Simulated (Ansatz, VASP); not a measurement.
**One calculation of Sb, two programs**

```xyz
1
Lattice="3.3180 0.0000 0.0000 0.0000 3.3180 0.0000 0.0000 0.0000 3.0020" Properties=species:S:1:pos:R:3 pbc="T T T"
Sb    0.0000    0.0000    0.0000
```

Change from the starting cell: strain +0.050 along x and y, -0.050 along z, atoms carried along.

Alike in both runs: task single point; functional PBEsol; k mesh 16 × 16 × 16; occupations gaussian, width 0.15 eV; no spin polarisation.

```csv
,VASP,Ansatz
version,VASP 6.6.1,Ansatz 0.2.0
potentials or method,"VASP PAW PBE potentials, release 64 (Sb), cutoff 520 eV","scalar-relativistic, plane waves, PAW"
valence electrons in the cell,5,15
```

Ansatz gave:

```
gap on the k mesh at the Fermi level (eV)                     : none
pressure (GPa)                                                : -5.6
traceless stress, the component that is largest in VASP (GPa) : 5.92
```

Problem. Which values does VASP return?

Solution. gap on the k mesh at the Fermi level (eV): none; pressure (GPa): -5.6; traceless stress, the component that is largest in VASP (GPa): 5.98.

VASP's potentials were made for PBE, not for PBEsol. A gap of «none» marks a metal or a gap that the smearing closes. The functional is the same, so the differences come from potentials, cutoffs and numerics. VASP's potentials hold 5 valence electrons a cell and Ansatz's 15, so a difference there can come from the potentials and not from the codes.

Neither program's run includes spin-orbit coupling.
